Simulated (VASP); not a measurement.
# AlN (P6_3mc) in VASP: notebook, part 2 of 2

VASP 6.6.1. Earlier steps stand in the parts before.

## Step 4: Single point, r2SCAN (biaxial strain in the a-b plane: -3.0 %, then relaxed in part)

The input, POSCAR:

```
AlN
1.0
    3.0134961422      0.0000000000      0.0000000000
   -1.5067480711      2.6097642133      0.0000000000
    0.0000000000      0.0000000000      5.0555471163
Al N
2 2
Direct
    0.6666666667      0.3333333333      0.5032450246
    0.3333333333      0.6666666667      1.0032450246
    0.6666666667      0.3333333333      0.8767549754
    0.3333333333      0.6666666667      0.3767549754
```

The input, INCAR.step1:

```
SYSTEM = AlN
PREC = Accurate
ENCUT = 520
ISMEAR = 0
SIGMA = 0.02
LREAL = .False.
LASPH = .True.
NELM = 80
NBANDS = 16
GGA = PE
ALGO = Normal
EDIFF = 1E-4
LWAVE = .True.
LCHARG = .False.
```

The input, INCAR.step2:

```
SYSTEM = AlN
PREC = Accurate
ENCUT = 520
EDIFF = 1E-6
ISMEAR = 0
SIGMA = 0.02
LREAL = .False.
LASPH = .True.
NELM = 80
ALGO = Normal
ISIF = 2
LWAVE = .False.
LCHARG = .False.
METAGGA = R2SCAN
LMIXTAU = .True.
NBANDS = 16
ISTART = 1
```

The input, KPOINTS:

```
Automatic mesh
0
Gamma
  12 12 6
  0 0 0
```

Potentials or basis: VASP PAW PBE potentials, release 64 (Al, N).

On the command line:

```console
$ cat potpaw_PBE.64/Al/POTCAR potpaw_PBE.64/N/POTCAR > POTCAR
$ cp INCAR.step1 INCAR
$ mpirun -np 1 vasp_std > vasp.out
$ cp INCAR.step2 INCAR
$ mpirun -np 1 vasp_std > vasp.out
```

OUTCAR:

```text
SYSTEM = AlN
   PREC = Accurate
   ENCUT = 520
   EDIFF = 1E-6
   ISMEAR = 0
   LREAL = .False.
   LASPH = .True.
   NELM = 80
   ISIF = 2
   METAGGA = R2SCAN
   ISTART = 1

 ion  position               nearest neighbor table
   1  0.667  0.333  0.503-   4 1.85   4 1.85   4 1.85   3 1.89   2 3.07   2 3.07   2 3.07   2 3.07
                             2 3.07   2 3.07
   2  0.333  0.667  0.003-   3 1.85   3 1.85   3 1.85   4 1.89   1 3.07   1 3.07   1 3.07   1 3.07
                             1 3.07   1 3.07
   3  0.667  0.333  0.877-   2 1.85   2 1.85   2 1.85   1 1.89
   4  0.333  0.667  0.377-   1 1.85   1 1.85   1 1.85   2 1.89

  LATTYP: Found a hexagonal cell.
 ALAT       =     3.0134961422
 C/A-ratio  =     1.6776351712

  Lattice vectors:

 A1 = (   3.0134961422,   0.0000000000,   0.0000000000)
 A2 = (  -1.5067480711,   2.6097642133,   0.0000000000)
 A3 = (   0.0000000000,   0.0000000000,   5.0555471163)

Analysis of symmetry for initial positions (statically):
=====================================================================
 Subroutine PRICEL returns:
 Original cell was already a primitive cell.

 Routine SETGRP: Setting up the symmetry group for a
 hexagonal supercell.

 Subroutine GETGRP returns: Found 12 space group operations
 (whereof  6 operations were pure point group operations)
 out of a pool of 24 trial point group operations.

The static configuration has the point symmetry C_3v.
 The point group associated with its full space group is C_6v.

Analysis of symmetry for dynamics (positions and initial velocities):
=====================================================================
 Subroutine PRICEL returns:
 Original cell was already a primitive cell.

 Routine SETGRP: Setting up the symmetry group for a
 hexagonal supercell.

 Subroutine GETGRP returns: Found 12 space group operations
 (whereof  6 operations were pure point group operations)
 out of a pool of 24 trial point group operations.

The dynamic configuration has the point symmetry C_3v.
 The point group associated with its full space group is C_6v.

 Subroutine INISYM returns: Found 12 space group operations
 (whereof  6 operations are pure point group operations),
 and found     1 'primitive' translations

----------------------------------------------------------------------------------------

                                     Primitive cell

  volume of cell :      39.7594

  direct lattice vectors                    reciprocal lattice vectors
     3.013496142  0.000000000  0.000000000     0.331840478  0.191588189  0.000000000
    -1.506748071  2.609764213  0.000000000     0.000000000  0.383176379  0.000000000
     0.000000000  0.000000000  5.055547116     0.000000000  0.000000000  0.197802528

  length of vectors
     3.013496142  3.013496142  5.055547116     0.383176378  0.383176379  0.197802528

  position of ions in fractional coordinates (direct lattice)
     0.666666667  0.333333333  0.503245025
     0.333333333  0.666666667  0.003245025
     0.666666667  0.333333333  0.876754975
     0.333333333  0.666666667  0.376754975

  ion indices of the primitive-cell ions
   primitive index   ion index
                 1           1
                 2           2
                 3           3
                 4           4

[... 25 lines left out ...]

 Following reciprocal coordinates:
            Coordinates               Weight
  0.000000  0.000000  0.000000      1.000000
  0.083333  0.000000  0.000000      6.000000
  0.166667  0.000000  0.000000      6.000000
  0.250000  0.000000  0.000000      6.000000
  0.333333  0.000000  0.000000      6.000000
  0.416667  0.000000  0.000000      6.000000
[... 16 lines left out ...]
  0.250000  0.000000  0.166667     12.000000
  0.333333  0.000000  0.166667     12.000000
 [... further k-points ...]
   k-points           NKPTS =     76   k-points in BZ     NKDIM =     76   number of bands    NBANDS=     16
   number of dos      NEDOS =    301   number of ions     NIONS =      4
   total plane-waves  NPLWV =  23040
   dimension x,y,z NGX =    24 NGY =   24 NGZ =   40
   dimension x,y,z NGXF=    48 NGYF=   48 NGZF=   80
   ions per type =               2   2
   NGX,Y,Z   is equivalent  to a cutoff of  13.24, 13.24, 13.15 a.u.
   NGXF,Y,Z  is equivalent  to a cutoff of  26.48, 26.48, 26.31 a.u.
 SYSTEM =  AlN
   PREC   = accura    normal or accurate (medium, high low for compatibility)
   ISTART =      1    job   : 0-new  1-cont  2-samecut
   ICHARG =      0    charge: 1-file 2-atom 10-const
   ISPIN  =      1    spin polarized calculation?
   LNONCOLLINEAR =      F non collinear calculations
   LSORBIT =      F    spin-orbit coupling
   LASPH  =      T    aspherical Exc in radial PAW
   ENCUT  =  520.0 eV  38.22 Ry    6.18 a.u.   5.60  5.60  9.40*2*pi/ulx,y,z
   NELM   =     80;   NELMIN=  2; NELMDL=  0     # of ELM steps
   EDIFF  = 0.1E-05   stopping-criterion for ELM
   LREAL  =      F    real-space projection
   EDIFFG = 0.1E-04   stopping-criterion for IOM
   NSW    =      0    number of steps for IOM
   IBRION =     -1    ionic relax: 0-MD 1-quasi-New 2-CG
   NFREE  =      0    steps in history (QN), initial steepest desc. (CG)
   ISIF   =      2    stress and relaxation
   ISYM   =      2    0-nonsym 1-usesym 2-fastsym
   POTIM  = 0.5000    time-step for ionic-motion
   TEBEG  =    0.0;   TEEND  =   0.0 temperature during run
   PSTRESS=    0.0 pullay stress
   NELECT =      16.0000    total number of electrons
   NUPDOWN=      -1.0000    fix difference up-down
   EMIN   =  10.00;   EMAX   =-10.00  energy-range for DOS
   EFERMI =   0.00;   METHOD = LEGACY
   ISMEAR =     0;   SIGMA  =   0.02  broadening in eV -4-tet -1-fermi 0-gaus
   EFERMI_NEDOS =   21; number of points for ismear=-14 and -15
   IALGO  =     38    algorithm
   IMIX   =      4    mixing-type and parameters
     AMIX     =   0.40;   BMIX     =  1.00
     AMIX_MAG =   1.60;   BMIX_MAG =  1.00
  volume/ion in A,a.u.               =       9.94        67.08
  Fermi-wavevector in a.u.,A,eV,Ry     =   1.208653  2.284022 19.875948  1.460841
  Thomas-Fermi vector in A             =   2.344254
   LORBIT       =      0    0 simple, 1 ext, 2 COOP (PROOUT), +10 PAW based schemes
   METAGGA = R2SCAN    functional components
   LHFCALC =     F    Hartree Fock is set to
   AEXX    =    0.0000 exact exchange contribution
   IVDW    =     0    specifies the selected vdW correction
   LEPSILON=     F    determine dielectric tensor
   LRPA    =     F    only Hartree local field effects (RPA)
 non-spin polarized calculation
 Gauss-broadening in eV      SIGMA  =   0.02
  energy-cutoff  :      520.00
  volume of cell :       39.76
 maximum number of plane-waves:      1099
 NGX is ok and might be reduce to    24
   NGX = 11   NGY = 11   NGZ = 19

 number of electron      16.0000003 magnetization

 Free energy of the ion-electron system (eV)
  ---------------------------------------------------
  ext. energy  EPLUGINS =         0.00000000
  ---------------------------------------------------
  free energy    TOTEN  =       -38.33498281 eV

  energy without entropy =      -38.33498281  energy(sigma->0) =      -38.33498281

 E-fermi :   6.4158     XC(G=0): -11.6265

 val. band max:        6.2672822324   @ k =   0.0000   0.0000   0.0000
 cond. band min:      11.6060949424   @ k =   0.0000   0.0000   0.0000
 fundamental gap:      5.3388127100
 Fermi energy:         6.4158198277

 k-point     1 :       0.0000    0.0000    0.0000
  band No.  band energies     occupation
      1      -9.8927      2.00000
      2      -7.8236      2.00000
      3      -0.0957      2.00000
      4       5.7241      2.00000
      5       5.7241      2.00000
      6       6.0436      2.00000
[... 433 lines left out ...]
      3       1.2819      2.00000
      4       2.2140      2.00000
      5       2.8178      2.00000
      6       4.7408      2.00000
[... 8 lines left out ...]
     15      20.2143      0.00000
     16      22.5579      0.00000

 [... further k-points ...]
[... 5 lines left out ...]
  --------------------------------------------------------------------------------------
  -------------------------------------------------------------------------------------
  Total        4.0246220      4.0246220     -0.1124349      0.0000000     -0.0000000      0.0000000
  in kB      162.1793686    162.1793686     -4.5307661      0.0000000     -0.0000000      0.0000000
  external PRESSURE =     106.6093237 kB  Pullay stress =       0.0000000 kB

 VOLUME and BASIS-vectors are now :
 -----------------------------------------------------------------------------
  energy-cutoff  :      520.00
  volume of cell :       39.76
      direct lattice vectors                 reciprocal lattice vectors
     3.013496142  0.000000000  0.000000000     0.331840478  0.191588189  0.000000000
    -1.506748071  2.609764213  0.000000000     0.000000000  0.383176379  0.000000000
     0.000000000  0.000000000  5.055547116     0.000000000  0.000000000  0.197802528

 POSITION                                       TOTAL-FORCE (eV/Angst)
 -----------------------------------------------------------------------------------
      1.50675      0.86992      2.54418        -0.000000      0.000000     -0.003884
     -0.00000      1.73984      0.01641        -0.000000      0.000000     -0.003884
      1.50675      0.86992      4.43248         0.000000      0.000000      0.003884
     -0.00000      1.73984      1.90470         0.000000     -0.000000      0.003884
 -----------------------------------------------------------------------------------
    total drift:                               -0.000000      0.000000     -0.015308

  FREE ENERGIE OF THE ION-ELECTRON SYSTEM (eV)
  ---------------------------------------------------
  free  energy   TOTEN  =       -38.3349828111 eV

  energy  without entropy=      -38.3349828111  energy(sigma->0) =      -38.33498281
```

It took 1.9 min on 1 thread of Intel Xeon Platinum 8488C (Sapphire Rapids), shared host; peak memory 0.18 GiB.

Results:

| Item | Value |
| --- | --- |
| Free energy | -38.3350 eV |
| Pressure | 10.7 GPa |
| Largest force | 0.004 eV/Å |
| Band gap on the k mesh | 5.34 eV, direct |

Forces on the atoms (eV/Å):
```
Al   0.000  0.000 -0.004
Al   0.000  0.000 -0.004
N    0.000  0.000  0.004
N    0.000  0.000  0.004
```

Caveat: the cell differs from its parent crystal (biaxial strain in the a-b plane: -3.0 %, then relaxed in part); the PAW data sets were made with another functional, which shifts forces and pressure a little.

## Step 5: Single point, r2SCAN (biaxial strain in the a-b plane: -3.0 %)

The input, POSCAR:

```
AlN
1.0
    3.0134961422      0.0000000000      0.0000000000
   -1.5067480711      2.6097642133      0.0000000000
    0.0000000000      0.0000000000      5.0681882642
Al N
2 2
Direct
    0.6666666667      0.3333333333      0.5011940793
    0.3333333333      0.6666666667      1.0011940793
    0.6666666667      0.3333333333      0.8788059207
    0.3333333333      0.6666666667      0.3788059207
```

The input, INCAR.step1:

```
ALGO = Normal ; EDIFF = 1E-4
ENCUT = 520 ; GGA = PE
ISMEAR = 0 ; LASPH = True
LCHARG = False ; LREAL = False
LWAVE = True ; NBANDS = 16
NELM = 80 ; PREC = Accurate
SIGMA = 0.02
```

The input, INCAR.step2:

```
ALGO = Normal ; EDIFF = 1E-6
ENCUT = 520 ; ISIF = 2
ISMEAR = 0 ; ISTART = 1
LASPH = True ; LCHARG = True
LELF = True ; LMIXTAU = True
LREAL = False ; LVHAR = True
LWAVE = False ; METAGGA = R2SCAN
NBANDS = 16 ; NELM = 80
PREC = Accurate ; SIGMA = 0.02
```

The input, KPOINTS:

```
k-points
0
Gamma
  12 12 6
```

On the command line:

```console
$ cat potpaw_PBE.64/Al/POTCAR potpaw_PBE.64/N/POTCAR > POTCAR
$ cp INCAR.step1 INCAR
$ mpirun -np 1 vasp_std > vasp.out
$ cp INCAR.step2 INCAR
$ mpirun -np 1 vasp_std > vasp.out
```

Run time: 1.7 min. Hardware: 1 thread of Intel Xeon Platinum 8488C (Sapphire Rapids), shared host; peak memory 0.18 GiB.

Results (log left out):

```yaml
Free_energy: -38.3272 eV
Pressure: 10.4 GPa
Largest_force: 0.315 eV/Å
Band_gap_on_the_k_mesh: 5.34 eV, direct
```

Forces on the atoms (eV/Å):
```
Al   0.000  0.000  0.315
Al   0.000  0.000  0.315
N    0.000  0.000 -0.315
N    0.000  0.000 -0.315
```

Stress tensor (GPa, compression positive):
```
17.26  0.00  0.00
 0.00 17.26  0.00
 0.00  0.00 -3.44
```

Levels at points of the mesh, in eV from the valence-band top:
```
           k point  band 6  band 7  band 8  band 9  band 10  band 11
(0.00, 0.00, 0.00)   -0.13    0.00    0.00    5.34     8.56    11.82
(0.50, 0.00, 0.00)   -1.84   -1.75   -0.59    6.31     7.09     9.59
(0.00, 0.00, 0.50)   -0.28   -0.28   -0.28    7.95     7.95    11.60
(0.50, 0.00, 0.50)   -1.47   -1.27   -1.27    6.09     6.09    10.53
```

Caveat: the cell differs from its parent crystal (biaxial strain in the a-b plane: -3.0 %); the PAW data sets were made with another functional, which shifts forces and pressure a little. A k mesh can miss the band edges.

## Step 6: Summary

| cell | gap on the mesh (eV) | pressure (GPa) | largest force (eV/Å) |
| --- | --- | --- | --- |
| a = 2.967, b = 2.967, c = 5.091 Å, angles 90.0, 90.0, 120.0°, 4 atoms | 5.30 | 17.2 | 0.01 |
| a = 2.967, b = 2.967, c = 5.113 Å, angles 90.0, 90.0, 120.0°, 4 atoms | 5.35 | 16.6 | 0.35 |
| a = 3.013, b = 3.013, c = 5.056 Å, angles 90.0, 90.0, 120.0°, 4 atoms | 5.34 | 10.7 | - |
| a = 3.013, b = 3.013, c = 5.068 Å, angles 90.0, 90.0, 120.0°, 4 atoms | 5.34 | 10.4 | 0.32 |

Alike in all rows: task single point; level r2SCAN; potentials or basis VASP PAW PBE potentials, release 64 (Al, N); no spin polarisation; k mesh 12 × 12 × 6; cutoff (eV) 520; smearing gaussian 0.02 eV.

Caveats: the PAW data sets were made with another functional, which shifts forces and pressure a little.

Total energies depend on the potentials used, so only differences within one code and one set of settings carry meaning.
